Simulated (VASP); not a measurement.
Write the native input for VASP 6.6.1 that does the following.

* Task: single point
* Functional: PBE
* Potentials or basis: VASP PAW PBE potentials, release 64 (Ge_d)
* Cutoff: 520 eV
* k mesh: 16 × 16 × 16
* Occupations: gaussian, width 0.15 eV
* Spin: no spin polarisation
* Dipole correction: no
* Further INCAR settings: ALGO = Normal; EDIFF = 1e-07; NBANDS = 21

The structure of Ge lies in POSCAR:

```
Ge
1.0
    0.0000000000      2.7403123994      3.0143436393
    2.7403123994      0.0000000000      3.0143436393
    2.7403123994      2.7403123994      0.0000000000
Ge
2
Direct
    0.5000000000      0.5000000000      0.5000000000
    0.7500000000      0.7500000000      0.7500000000
```

This cell differs from its parent crystal: ratio of the length along z to the lengths across it x 1.1, volume and fractional coordinates fixed.

These files were run (other wordings do the same):

INCAR

```
PREC = Accurate
ENCUT = 520
EDIFF = 1E-7
ISMEAR = 0
SIGMA = 0.15
LREAL = F
LASPH = T
NELM = 60
ALGO = Normal
ISIF = 2
LWAVE = F
LCHARG = T
GGA = PE
LELF = T
LVHAR = T
NBANDS = 21
```

KPOINTS

```
regular mesh
0
Gamma
  16 16 16
```

Potentials or basis: VASP PAW PBE potentials, release 64 (Ge_d).

Run with:

```console
$ cat potpaw_PBE.64/Ge_d/POTCAR > POTCAR
$ mpirun -np 1 vasp_std > vasp.out
```

Results of the run:

| Property | Result |
| --- | --- |
| Pressure | 3.6 GPa |
| Band gap on the k mesh | zero (bands 14 and 15 overlap by 0.26 eV) |

Caveat: the stress differs along the axes, from -1 to 6 GPa; semilocal functionals underestimate gaps, and a narrow one can read as zero.

It took 2.8 min on 1 thread of AMD EPYC 9R45 96-Core Processor (Zen 5), with other jobs on the host, peak memory 0.33 GiB.
